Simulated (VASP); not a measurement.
# ScAl (Cmcm) in VASP: single point with LDA

Aim: the single point of ScAl with LDA.

Program: VASP 6.6.1. These are calculated values, not measurements. Logs are shortened: lines on timing, memory, paths and dates and some standing lists are left out, and cuts for length are marked.

## (1) The cell of the first run

It takes space group Cmcm (No. 63, orthorhombic). Conventional cell: a = 4.327 Å, b = 10.500 Å, c = 3.771 Å, α = 90.00°, β = 90.00°, γ = 90.00°. Sc (site symmetry m2m) has 7 Al at 2.92 to 3.16 Å and 8 Sc at 3.41 to 3.77 Å within 3.8 Å. Within 3.4 Å of Al (site symmetry m2m) lie 2 Al at 2.59 Å and 7 Sc at 2.92 to 3.16 Å.

## (2) Single point, LDA

Input file INCAR:

```
SYSTEM = ScAl
PREC     = Accurate       ! precision mode
ENCUT    = 520            ! plane-wave cutoff, eV
EDIFF    = 1E-6           ! SCF threshold, eV
ISMEAR   = 0              ! smearing method
SIGMA    = 0.05           ! smearing width, eV
LREAL    = .FALSE.        ! projectors in reciprocal space
LASPH    = .TRUE.         ! aspherical terms in the spheres
NELM     = 80             ! most SCF steps
ALGO     = Normal         ! electronic algorithm
ISIF     = 2              ! what is computed and relaxed
LWAVE    = .FALSE.        ! write WAVECAR
LCHARG   = .FALSE.        ! write CHGCAR
GGA      = CA             ! functional
NBANDS   = 22             ! bands
```

Input file KPOINTS:

```
regular mesh
0
G
  10 10 10
  0 0 0
```

Input file POSCAR:

```
ScAl
1.0
    2.1633990000     -5.2502190000      0.0000000000
    2.1633990000      5.2502190000      0.0000000000
    0.0000000000      0.0000000000      3.7712920000
Sc Al
2 2
Direct
    0.8646810000      0.1353190000      0.7500000000
    0.1353190000      0.8646810000      0.2500000000
    0.5845050000      0.4154950000      0.7500000000
    0.4154950000      0.5845050000      0.2500000000
```

Potentials or basis: VASP PAW LDA potentials, release 64 (Sc_sv, Al).

Run with:

```bash
$ cat potpaw_LDA.64/Sc_sv/POTCAR potpaw_LDA.64/Al/POTCAR > POTCAR
$ mpirun -np 1 vasp_std > vasp.out
```

OUTCAR:

```text
SYSTEM = ScAl
   PREC = Accurate
   ENCUT = 520
   EDIFF = 1E-6
   ISMEAR = 0
   LREAL = .FALSE.
   LASPH = .TRUE.
   NELM = 80
   ISIF = 2
   GGA = CA

 ion  position               nearest neighbor table
   1  0.865  0.135  0.750-   4 2.92   4 2.92   4 2.92   4 2.92   3 2.94   3 3.16   3 3.16   2 3.41
                             2 3.41
   2  0.135  0.865  0.250-   3 2.92   3 2.92   3 2.92   3 2.92   4 2.94   4 3.16   4 3.16   1 3.41
                             1 3.41
   3  0.585  0.415  0.750-   4 2.59   4 2.59   2 2.92   2 2.92   2 2.92   2 2.92   1 2.94   1 3.16
                             1 3.16
   4  0.415  0.585  0.250-   3 2.59   3 2.59   1 2.92   1 2.92   1 2.92   1 2.92   2 2.94   2 3.16
                             2 3.16

  LATTYP: Found a base centered orthorhombic cell.
 ALAT       =     4.3267980000
 B/A-ratio  =     2.4268380451
 C/A-ratio  =     0.8716126799

  Lattice vectors:

 A1 = (   2.1633990000,  -5.2502190000,   0.0000000000)
 A2 = (   2.1633990000,   5.2502190000,   0.0000000000)
 A3 = (   0.0000000000,   0.0000000000,   3.7712920000)

Analysis of symmetry for initial positions (statically):
=====================================================================
 Subroutine PRICEL returns:
 Original cell was already a primitive cell.

 Routine SETGRP: Setting up the symmetry group for a
 base centered orthorhombic supercell.

 Subroutine GETGRP returns: Found  8 space group operations
 (whereof  4 operations were pure point group operations)
 out of a pool of  8 trial point group operations.

The static configuration has the point symmetry C_2h.
 The point group associated with its full space group is D_2h.

Analysis of symmetry for dynamics (positions and initial velocities):
=====================================================================
 Subroutine PRICEL returns:
 Original cell was already a primitive cell.

 Routine SETGRP: Setting up the symmetry group for a
 base centered orthorhombic supercell.

 Subroutine GETGRP returns: Found  8 space group operations
 (whereof  4 operations were pure point group operations)
 out of a pool of  8 trial point group operations.

The dynamic configuration has the point symmetry C_2h.
 The point group associated with its full space group is D_2h.

 Subroutine INISYM returns: Found  8 space group operations
 (whereof  4 operations are pure point group operations),
 and found     1 'primitive' translations

----------------------------------------------------------------------------------------

                                     Primitive cell

  volume of cell :      85.6711

  direct lattice vectors                    reciprocal lattice vectors
     2.163399000 -5.250219000  0.000000000     0.231117792 -0.095234123  0.000000000
     2.163399000  5.250219000  0.000000000     0.231117792  0.095234123  0.000000000
     0.000000000  0.000000000  3.771292000     0.000000000  0.000000000  0.265161117

  length of vectors
     5.678476449  5.678476449  3.771292000     0.249969942  0.249969942  0.265161117

  position of ions in fractional coordinates (direct lattice)
     0.864681000  0.135319000  0.750000000
     0.135319000  0.864681000  0.250000000
     0.584505000  0.415495000  0.750000000
     0.415495000  0.584505000  0.250000000

  ion indices of the primitive-cell ions
   primitive index   ion index
                 1           1
                 2           2
                 3           3
                 4           4

----------------------------------------------------------------------------------------

 KPOINTS: regular mesh

Automatic generation of k-mesh.
 Grid dimensions read from file:
 generate k-points for:   10   10   10

 Generating k-lattice:

  Cartesian coordinates                     Fractional coordinates (reciprocal lattice)
     0.023111779 -0.009523412  0.000000000     0.100000000  0.000000000  0.000000000
     0.023111779  0.009523412  0.000000000     0.000000000  0.100000000  0.000000000
     0.000000000  0.000000000  0.026516112     0.000000000  0.000000000  0.100000000

  Length of vectors
     0.024996994  0.024996994  0.026516112

  Shift w.r.t. Gamma in fractional coordinates (k-lattice)
     0.000000000  0.000000000  0.000000000

 Subroutine IBZKPT returns following result:
 ===========================================

 Found    186 irreducible k-points:

 Following reciprocal coordinates:
            Coordinates               Weight
  0.000000  0.000000  0.000000      1.000000
  0.100000  0.000000  0.000000      4.000000
  0.200000  0.000000  0.000000      4.000000
  0.300000  0.000000  0.000000      4.000000
  0.400000  0.000000  0.000000      4.000000
  0.500000 -0.000000  0.000000      2.000000
[... 16 lines left out ...]
  0.300000  0.300000  0.000000      2.000000
  0.400000  0.300000  0.000000      4.000000
 [... further k-points ...]
   k-points           NKPTS =    186   k-points in BZ     NKDIM =    186   number of bands    NBANDS=     22
   number of dos      NEDOS =    301   number of ions     NIONS =      4
   total plane-waves  NPLWV =  49392
   dimension x,y,z NGX =    42 NGY =   42 NGZ =   28
   dimension x,y,z NGXF=    84 NGYF=   84 NGZF=   56
   ions per type =               2   2
   NGX,Y,Z   is equivalent  to a cutoff of  12.30, 12.30, 12.34 a.u.
   NGXF,Y,Z  is equivalent  to a cutoff of  24.59, 24.59, 24.69 a.u.
 SYSTEM =  ScAl
   PREC   = accura    normal or accurate (medium, high low for compatibility)
   ISTART =      0    job   : 0-new  1-cont  2-samecut
   ICHARG =      2    charge: 1-file 2-atom 10-const
   ISPIN  =      1    spin polarized calculation?
   LNONCOLLINEAR =      F non collinear calculations
   LSORBIT =      F    spin-orbit coupling
   LASPH  =      T    aspherical Exc in radial PAW
   ENCUT  =  520.0 eV  38.22 Ry    6.18 a.u.  10.56 10.56  7.01*2*pi/ulx,y,z
   NELM   =     80;   NELMIN=  2; NELMDL= -5     # of ELM steps
   EDIFF  = 0.1E-05   stopping-criterion for ELM
   LREAL  =      F    real-space projection
   EDIFFG = 0.1E-04   stopping-criterion for IOM
   NSW    =      0    number of steps for IOM
   IBRION =     -1    ionic relax: 0-MD 1-quasi-New 2-CG
   NFREE  =      0    steps in history (QN), initial steepest desc. (CG)
   ISIF   =      2    stress and relaxation
   ISYM   =      2    0-nonsym 1-usesym 2-fastsym
   POTIM  = 0.5000    time-step for ionic-motion
   TEBEG  =    0.0;   TEEND  =   0.0 temperature during run
   PSTRESS=    0.0 pullay stress
   NELECT =      28.0000    total number of electrons
   NUPDOWN=      -1.0000    fix difference up-down
   EMIN   =  10.00;   EMAX   =-10.00  energy-range for DOS
   EFERMI =   0.00;   METHOD = LEGACY
   ISMEAR =     0;   SIGMA  =   0.05  broadening in eV -4-tet -1-fermi 0-gaus
   EFERMI_NEDOS =   21; number of points for ismear=-14 and -15
   IALGO  =     38    algorithm
   IMIX   =      4    mixing-type and parameters
     AMIX     =   0.40;   BMIX     =  1.00
     AMIX_MAG =   1.60;   BMIX_MAG =  1.00
  volume/ion in A,a.u.               =      21.42       144.53
  Fermi-wavevector in a.u.,A,eV,Ry     =   1.127672  2.130991 17.301767  1.271644
  Thomas-Fermi vector in A             =   2.264359
   LORBIT       =      0    0 simple, 1 ext, 2 COOP (PROOUT), +10 PAW based schemes
   GGA     = CA    functional components
   LHFCALC =     F    Hartree Fock is set to
   AEXX    =    0.0000 exact exchange contribution
   IVDW    =     0    specifies the selected vdW correction
   LEPSILON=     F    determine dielectric tensor
   LRPA    =     F    only Hartree local field effects (RPA)
 non-spin polarized calculation
 Gauss-broadening in eV      SIGMA  =   0.05
  energy-cutoff  :      520.00
  volume of cell :       85.67
 maximum number of plane-waves:      2330
   NGX = 21   NGY = 21   NGZ = 15

 number of electron      28.0000005 magnetization

 Free energy of the ion-electron system (eV)
  ---------------------------------------------------
  ext. energy  EPLUGINS =         0.00000000
  ---------------------------------------------------
  free energy    TOTEN  =       -23.05913706 eV

  energy without entropy =      -23.05433693  energy(sigma->0) =      -23.05673700

 E-fermi :   4.3814     XC(G=0): -10.0300

 val. band max:        4.3790097329   @ k =   0.4000   0.2000   0.4000
 cond. band min:       4.3830241640   @ k =  -0.3000   0.1000   0.3000
 fundamental gap:      0.0040144311
 Fermi energy:         4.3813502960

 k-point     1 :       0.0000    0.0000    0.0000
  band No.  band energies     occupation
      1     -44.4711      2.00000
      2     -44.4519      2.00000
      3     -23.5034      2.00000
      4     -23.4497      2.00000
      5     -23.4367      2.00000
      6     -23.4117      2.00000
[... 14 lines left out ...]
     21       7.4995      0.00000
     22       8.2494      0.00000

 k-point     2 :       0.1000    0.0000    0.0000
  band No.  band energies     occupation
      1     -44.4708      2.00000
      2     -44.4521      2.00000
      3     -23.5024      2.00000
      4     -23.4518      2.00000
      5     -23.4372      2.00000
      6     -23.4108      2.00000
[... 14 lines left out ...]
     21       7.5558      0.00000
     22       7.9147      0.00000

 k-point     3 :       0.2000    0.0000    0.0000
  band No.  band energies     occupation
      1     -44.4699      2.00000
      2     -44.4528      2.00000
      3     -23.4999      2.00000
      4     -23.4573      2.00000
      5     -23.4382      2.00000
      6     -23.4084      2.00000
[... 14 lines left out ...]
     21       7.4496      0.00000
     22       7.9417      0.00000
[... 476 lines left out ...]
 k-point    23 :       0.3000    0.3000    0.0000
  band No.  band energies     occupation
      1     -44.4660      2.00000
      2     -44.4561      2.00000
      3     -23.4964      2.00000
      4     -23.4510      2.00000
      5     -23.4506      2.00000
      6     -23.3978      2.00000
[... 14 lines left out ...]
     21       7.3511      0.00000
     22       8.3574      0.00000

 k-point    24 :       0.4000    0.3000    0.0000
  band No.  band energies     occupation
      1     -44.4653      2.00000
      2     -44.4570      2.00000
      3     -23.4908      2.00000
      4     -23.4548      2.00000
      5     -23.4406      2.00000
      6     -23.3957      2.00000
[... 14 lines left out ...]
     21       7.2315      0.00000
     22       8.2776      0.00000

 [... further k-points ...]

------------------------ aborting loop because EDIFF is reached ----------------------------------------

  FORCE on cell =-STRESS in cart. coord.  units (eV):
  Direction    XX          YY          ZZ          XY          YZ          ZX
  --------------------------------------------------------------------------------------
  -------------------------------------------------------------------------------------
  Total       -2.6316279     -2.1040511     -1.9387449      0.0000000      0.0000000      0.0000000
  in kB      -49.2153826    -39.3489069    -36.2574336      0.0000000      0.0000000      0.0000000
  external PRESSURE =     -41.6072410 kB  Pullay stress =       0.0000000 kB

 VOLUME and BASIS-vectors are now :
 -----------------------------------------------------------------------------
  energy-cutoff  :      520.00
  volume of cell :       85.67
      direct lattice vectors                 reciprocal lattice vectors
     2.163399000 -5.250219000  0.000000000     0.231117792 -0.095234123  0.000000000
     2.163399000  5.250219000  0.000000000     0.231117792  0.095234123  0.000000000
     0.000000000  0.000000000  3.771292000     0.000000000  0.000000000  0.265161117

 POSITION                                       TOTAL-FORCE (eV/Angst)
 -----------------------------------------------------------------------------------
      2.16340     -3.82931      2.82847         0.000000     -0.055131      0.000000
      2.16340      3.82931      0.94282         0.000000      0.055131      0.000000
      2.16340     -0.88734      2.82847         0.000000     -0.045870     -0.000000
      2.16340      0.88734      0.94282         0.000000      0.045870     -0.000000
 -----------------------------------------------------------------------------------
    total drift:                                0.000000     -0.000000     -0.000000

  FREE ENERGIE OF THE ION-ELECTRON SYSTEM (eV)
  ---------------------------------------------------
  free  energy   TOTEN  =       -23.0591370620 eV

  energy  without entropy=      -23.0543369312  energy(sigma->0) =      -23.05673700
```

Run time: 5.7 min. Hardware: 1 thread of Intel Xeon Platinum 8488C (Sapphire Rapids), shared host; peak memory 0.41 GiB.

Results:

| Item | Value |
| --- | --- |
| Free energy | -23.0591 eV |
| Pressure | -4.2 GPa |
| Largest force | 0.055 eV/Å |
| Band gap on the k mesh | zero (band 14 reaches 5.07 eV, above the bottom of band 15 at 4.01 eV) |

Forces in eV/Å, atoms in the order of the input:
```
Sc   0.000 -0.055  0.000
Sc   0.000  0.055  0.000
Al   0.000 -0.046  0.000
Al   0.000  0.046  0.000
```

Stress tensor (GPa, compression positive):
```
-4.92  0.00  0.00
 0.00 -3.93  0.00
 0.00  0.00 -3.63
```
